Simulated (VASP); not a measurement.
# Na (P6_3/mmc) in VASP: density of states with PBE

Aim: the density of states of Na with PBE.

All numbers are computed with VASP 6.6.1; they aren't measurements. Logs are shortened: lines on timing, memory, paths and dates and some standing lists are left out, and cuts for length are marked.

### Step 1. The cell of the first run

The structure is hexagonal, space group P6_3/mmc (No. 194). The conventional cell has a = 3.767 Å, b = 3.767 Å, c = 6.154 Å, α = 90.00°, β = 90.00°, γ = 120.00°. Na (site symmetry -6m2) has 12 Na at 3.77 Å within 4.9 Å.

### Step 2. Density of states, PBE

The input, POSCAR:

```
Na
1.0
    3.7670000000      0.0000000000      0.0000000000
   -1.8835000000      3.2623176961      0.0000000000
    0.0000000000      0.0000000000      6.1540000000
Na
2
Direct
    0.3333333333      0.6666666667      0.2500000000
    0.6666666667      0.3333333333      0.7500000000
```

The input, INCAR.step1:

```
SYSTEM = Na
PREC = Accurate
ENCUT = 520
EDIFF = 1E-6
ISMEAR = 0
SIGMA = 0.05
LREAL = .FALSE.
LASPH = .TRUE.
NELM = 60
ALGO = Normal
ISIF = 2
LWAVE = .FALSE.
LCHARG = .TRUE.
GGA = PE
NBANDS = 14
```

The input, KPOINTS.step1:

```
regular mesh
0
G
  12 12 6
  0 0 0
```

The input, INCAR.step2:

```
SYSTEM = Na
PREC = Accurate
ENCUT = 520
EDIFF = 1E-6
ISMEAR = -5
SIGMA = 0.05
LREAL = .FALSE.
LASPH = .TRUE.
NELM = 60
ALGO = Normal
ISIF = 2
LWAVE = .FALSE.
LCHARG = .FALSE.
GGA = PE
LORBIT = 10
NEDOS = 1001
ICHARG = 11
```

The input, KPOINTS.step2:

```
regular mesh
0
G
  18 18 9
  0 0 0
```

Potentials or basis: VASP PAW PBE potentials, release 64 (Na_pv).

The run is started by

```console
$ cat potpaw_PBE.64/Na_pv/POTCAR > POTCAR
$ cp INCAR.step1 INCAR
$ cp KPOINTS.step1 KPOINTS
$ mpirun -np 1 vasp_std > vasp.out
$ cp INCAR.step2 INCAR
$ cp KPOINTS.step2 KPOINTS
$ mpirun -np 1 vasp_std > vasp.out
```

OUTCAR:

```text
SYSTEM = Na
   PREC = Accurate
   ENCUT = 520
   EDIFF = 1E-6
   ISMEAR = -5
   LREAL = .FALSE.
   LASPH = .TRUE.
   NELM = 60
   ISIF = 2
   GGA = PE
   LORBIT = 10
   ICHARG = 11

 ion  position               nearest neighbor table
   1  0.333  0.667  0.250-
   2  0.667  0.333  0.750-

  LATTYP: Found a hexagonal cell.
 ALAT       =     3.7670000000
 C/A-ratio  =     1.6336607380

  Lattice vectors:

 A1 = (   3.7670000000,   0.0000000000,   0.0000000000)
 A2 = (  -1.8835000000,   3.2623176961,   0.0000000000)
 A3 = (   0.0000000000,   0.0000000000,   6.1540000000)

Analysis of symmetry for initial positions (statically):
=====================================================================
 Subroutine PRICEL returns:
 Original cell was already a primitive cell.

 Routine SETGRP: Setting up the symmetry group for a
 hexagonal supercell.

 Subroutine GETGRP returns: Found 24 space group operations
 (whereof 12 operations were pure point group operations)
 out of a pool of 24 trial point group operations.

The static configuration has the point symmetry D_3d.
 The point group associated with its full space group is D_6h.

Analysis of symmetry for dynamics (positions and initial velocities):
=====================================================================
 Subroutine PRICEL returns:
 Original cell was already a primitive cell.

 Routine SETGRP: Setting up the symmetry group for a
 hexagonal supercell.

 Subroutine GETGRP returns: Found 24 space group operations
 (whereof 12 operations were pure point group operations)
 out of a pool of 24 trial point group operations.

The dynamic configuration has the point symmetry D_3d.
 The point group associated with its full space group is D_6h.

 Subroutine INISYM returns: Found 24 space group operations
 (whereof 12 operations are pure point group operations),
 and found     1 'primitive' translations

----------------------------------------------------------------------------------------

                                     Primitive cell

  volume of cell :      75.6274

  direct lattice vectors                    reciprocal lattice vectors
     3.767000000  0.000000000  0.000000000     0.265463233  0.153265269  0.000000000
    -1.883500000  3.262317696  0.000000000     0.000000000  0.306530538  0.000000000
     0.000000000  0.000000000  6.154000000     0.000000000  0.000000000  0.162495938

  length of vectors
     3.767000000  3.767000000  6.154000000     0.306530538  0.306530538  0.162495938

  position of ions in fractional coordinates (direct lattice)
     0.333333333  0.666666667  0.250000000
     0.666666667  0.333333333  0.750000000

[... 97 lines left out ...]
     AMIX     =   0.40;   BMIX     =  1.00
     AMIX_MAG =   1.60;   BMIX_MAG =  1.00
  volume/ion in A,a.u.               =      37.81       255.18
  Fermi-wavevector in a.u.,A,eV,Ry     =   0.933020  1.763153 11.844235  0.870527
  Thomas-Fermi vector in A             =   2.059678
   LORBIT       =     10    0 simple, 1 ext, 2 COOP (PROOUT), +10 PAW based schemes
   GGA     = PE    functional components
   LHFCALC =     F    Hartree Fock is set to
   AEXX    =    0.0000 exact exchange contribution
   IVDW    =     0    specifies the selected vdW correction
   LEPSILON=     F    determine dielectric tensor
   LRPA    =     F    only Hartree local field effects (RPA)
 non-spin polarized calculation
 Fermi weights with tetrahedron method with Bloechl corrections
  energy-cutoff  :      520.00
  volume of cell :       75.63
 maximum number of plane-waves:      2053
 NGX is ok and might be reduce to    28

 number of electron      14.0000011 magnetization

 Free energy of the ion-electron system (eV)
  ---------------------------------------------------
  ext. energy  EPLUGINS =         0.00000000
  ---------------------------------------------------
  free energy    TOTEN  =        -2.62292661 eV

  energy without entropy =       -2.62292661  energy(sigma->0) =       -2.62292661

 E-fermi :   0.2927     XC(G=0):  -6.4501

 val. band max:        0.3116436035   @ k =   0.3889   0.0556   0.4444
 cond. band min:       0.2746687337   @ k =   0.4444   0.0000   0.3333
 fundamental gap:     -0.0369748698
 Fermi energy:         0.2927322383

 k-point     1 :       0.0000    0.0000    0.0000
  band No.  band energies     occupation
      1     -24.6716      2.00000
      2     -24.6442      2.00000
      3     -24.6442      2.00000
      4     -24.6396      2.00000
      5     -24.6396      2.00000
      6     -24.6391      2.00000
      7      -2.9653      2.00000
      8       0.8237     -0.27395
      9       1.2096      0.00000
     10      10.1453      0.00000
     11      10.1489      0.00000
[... 309 lines left out ...]
 k-point    24 :       0.3889    0.1111    0.0000
  band No.  band energies     occupation
      1     -24.6675      2.00000
      2     -24.6627      2.00000
      3     -24.6574      2.00000
      4     -24.6529      2.00000
      5     -24.6468      2.00000
      6     -24.6459      2.00000
      7      -0.0263      1.96615
      8       1.4820      0.00000
      9       3.5306      0.00000
     10       4.0596      0.00000
     11       4.9981      0.00000

 [... further k-points ...]

------------------------ aborting loop because EDIFF is reached ----------------------------------------

  FORCE on cell =-STRESS in cart. coord.  units (eV):
  Direction    XX          YY          ZZ          XY          YZ          ZX
  --------------------------------------------------------------------------------------
  -------------------------------------------------------------------------------------
  Total       -0.0704512     -0.0704512     -0.0885244      0.0000000     -0.0000000      0.0000000
  in kB       -1.4925175     -1.4925175     -1.8754007      0.0000000     -0.0000000      0.0000000
  external PRESSURE =      -1.6201452 kB  Pullay stress =       0.0000000 kB

 VOLUME and BASIS-vectors are now :
 -----------------------------------------------------------------------------
  energy-cutoff  :      520.00
  volume of cell :       75.63
      direct lattice vectors                 reciprocal lattice vectors
     3.767000000  0.000000000  0.000000000     0.265463233  0.153265269  0.000000000
    -1.883500000  3.262317696  0.000000000     0.000000000  0.306530538  0.000000000
     0.000000000  0.000000000  6.154000000     0.000000000  0.000000000  0.162495938

 POSITION                                       TOTAL-FORCE (eV/Angst)
 -----------------------------------------------------------------------------------
     -0.00000      2.17488      1.53850         0.000000     -0.000000      0.000000
      1.88350      1.08744      4.61550        -0.000000      0.000000      0.000000
 -----------------------------------------------------------------------------------
    total drift:                                0.000000     -0.000000      0.000000

  FREE ENERGIE OF THE ION-ELECTRON SYSTEM (eV)
  ---------------------------------------------------
  free  energy   TOTEN  =        -2.6229266061 eV

  energy  without entropy=       -2.6229266061  energy(sigma->0) =       -2.62292661

 total charge

# of ion       s       p       d       tot
------------------------------------------
    1        0.097   5.963   0.000   6.060
    2        0.097   5.963   0.000   6.060
--------------------------------------------------
tot          0.195  11.926   0.000  12.121
```

OSZICAR.step1:

```text
N       E                     dE             d eps       ncg     rms          rms(c)
DAV:   1     0.997728619766E+02    0.99773E+02   -0.76108E+03  2128   0.959E+02
DAV:   2     0.131359907503E+01   -0.98459E+02   -0.97497E+02  2218   0.276E+02
DAV:   3    -0.257057499594E+01   -0.38842E+01   -0.38803E+01  2728   0.625E+01
DAV:   4    -0.262452929066E+01   -0.53954E-01   -0.53952E-01  2392   0.796E+00
DAV:   5    -0.262576222789E+01   -0.12329E-02   -0.12329E-02  2692   0.122E+00    0.284E-01
DAV:   6    -0.262504427824E+01    0.71795E-03   -0.10149E-03  2602   0.393E-01    0.191E-01
DAV:   7    -0.262451200102E+01    0.53228E-03   -0.17965E-03  2848   0.457E-01    0.227E-02
DAV:   8    -0.262449416389E+01    0.17837E-04   -0.12898E-04  2782   0.194E-01    0.416E-03
DAV:   9    -0.262449404648E+01    0.11741E-06   -0.24980E-06  2206   0.250E-02
   1 F= -.26244940E+01 E0= -.26235962E+01  d E =-.179578E-02
```

Run time: 72 s. Hardware: 1 thread of AMD EPYC 7R13 (Zen 3), shared host; peak memory 0.23 GiB.

What came out:

- Valence electrons inside the program's atomic spheres: Na 6.06

Caveat: tetrahedron occupations give inexact forces and stress in metals.
